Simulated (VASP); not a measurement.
Wanted: the native input for a VASP 6.6.1 run.

```yaml
Task: single point
Functional: PBE
Potentials_or_basis: VASP PAW PBE potentials, release 64 (Ge_d, N)
Cutoff: 520 eV
k_mesh: 4 × 4 × 4
Occupations: gaussian, width 0.1 eV
Spin: no spin polarisation
Dipole_correction: no
Further_INCAR_settings: ALGO = Normal; EDIFF = 1e-06; NBANDS = 38
```

The structure of Ge4N lies in POSCAR:

```
Ge4N
1.0
    4.4098491644      0.0000000000      0.0000000000
    0.0000000000      4.4098491644      0.0000000000
    0.0000000000      0.0000000000      4.4098491644
Ge N
4 1
Direct
    0.0000000000      0.5000000000      0.5000000000
    0.5000000000      0.0000000000      0.5000000000
    0.5000000000      0.5000000000      0.0000000000
    0.0000000000      0.0000000000      0.0000000000
    0.5000000000      0.5000000000      0.5000000000
```

One way to write it, as run:

INCAR

```
PREC = Accurate
ENCUT = 520
EDIFF = 1E-6
ISMEAR = 0
SIGMA = 0.1
LREAL = F
LASPH = T
NELM = 80
ALGO = Normal
ISIF = 2
LWAVE = F
LCHARG = T
GGA = PE
LELF = T
LVHAR = T
NBANDS = 38
```

KPOINTS

```
regular mesh
0
Gamma
  4 4 4
```

Potentials or basis: VASP PAW PBE potentials, release 64 (Ge_d, N).

The run is started by

```sh
$ cat potpaw_PBE.64/Ge_d/POTCAR potpaw_PBE.64/N/POTCAR > POTCAR
$ mpirun -np 1 vasp_std > vasp.out
```

Results of the run:

```
Pressure : -0.4 GPa
```

It took 72 s on 1 thread of Intel(R) Xeon(R) Platinum 8259CL CPU @ 2.50GHz (Skylake/Cascade Lake) (shared host), peak memory 0.19 GiB.
